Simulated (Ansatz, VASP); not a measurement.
# Two plane-wave programs on NbTe

Contents of POSCAR:

```
NbTe
1.0
    0.0000000000      3.1825006690      3.1825006690
    3.1188506556      0.0000000000      3.1825006690
    3.1188506556      3.1825006690      0.0000000000
Nb Te
1 1
Direct
    0.0000000000      0.0000000000      0.0000000000
    0.2500000000      0.2500000000      0.2500000000
```

INCAR.step1

```
PREC = Accurate
ENCUT = 520
ISMEAR = 0
SIGMA = 0.05
LREAL = False
LASPH = True
NELM = 150
ISPIN = 2
MAGMOM = 1.77 0
LMAXMIX = 4
NBANDS = 20
GGA = PE
ALGO = Normal
EDIFF = 1E-4
LWAVE = True
LCHARG = False
```

Contents of INCAR.step2:

```
PREC = Accurate
ENCUT = 520
EDIFF = 1E-6
ISMEAR = 0
SIGMA = 0.05
LREAL = False
LASPH = True
NELM = 150
ALGO = Normal
ISIF = 2
LWAVE = False
LCHARG = False
ISPIN = 2
MAGMOM = 1.77 0
LORBIT = 11
LMAXMIX = 4
METAGGA = R2SCAN
LMIXTAU = True
NBANDS = 20
ISTART = 1
```

Contents of KPOINTS:

```
Automatic mesh
0
Gamma
  10 10 10
```

Input for Ansatz:

```yaml
crystal:
  lattice:
    - [0.0, 3.182500669, 3.182500669]
    - [3.1188506556, 0.0, 3.182500669]
    - [3.1188506556, 3.182500669, 0.0]
  atoms:
    - { symbol: Nb, position: [0.0, 0.0, 0.0], spin: 1.77 }
    - { symbol: Te, position: [0.25, 0.25, 0.25] }
basis:
  ecutwfc: 500
  ecutrho_ratio: 4
kpoints:
  mp_grid: { grid: [10, 10, 10] }
hamiltonian:
  xc: r2scan
scf:
  occupations: { method: gaussian, width: 0.05 }
output:
  forces: true
  stress: true
  eigenvalues: true
  populations: true
magnetization:
  spin_polarized: true
```

Change from the starting cell: strain e1 = -0.02, atoms carried along.

Alike in both runs: task single point; functional r2SCAN; k mesh 10 × 10 × 10; occupations gaussian, width 0.05 eV; collinear spin.

```csv
,VASP,Ansatz
version,VASP 6.6.1,Ansatz 0.2.0
potentials or method,"VASP PAW PBE potentials, release 64 (Nb_sv, Te), cutoff 520 eV","scalar-relativistic, plane waves, PAW"
valence electrons in the cell,19,29
```

VASP gave:

```
gap on the k mesh at the Fermi level (eV)                     : none
pressure (GPa)                                                : 1.3
traceless stress, the component that is largest in VASP (GPa) : 0.20
net moment per atom (μB)                                      : 1.14
size of the moment on the site where the two differ most (μB) : 1.70
```

Which values does Ansatz return?

gap on the k mesh at the Fermi level (eV): none; pressure (GPa): 1.4; traceless stress, the component that is largest in VASP (GPa): 0.20; net moment per atom (μB): 1.14; size of the moment on the site where the two differ most (μB): 1.59.

VASP's potentials were made for PBE, not for r2SCAN. Site moments also hang on the region over which each program counts them. A gap of «none» marks a metal or a gap that the smearing closes. VASP's potentials hold 19 valence electrons a cell and Ansatz's 29, so a difference there can come from the potentials and not from the codes. Ansatz's warnings: stability check not made.

Spin-orbit coupling is off throughout.
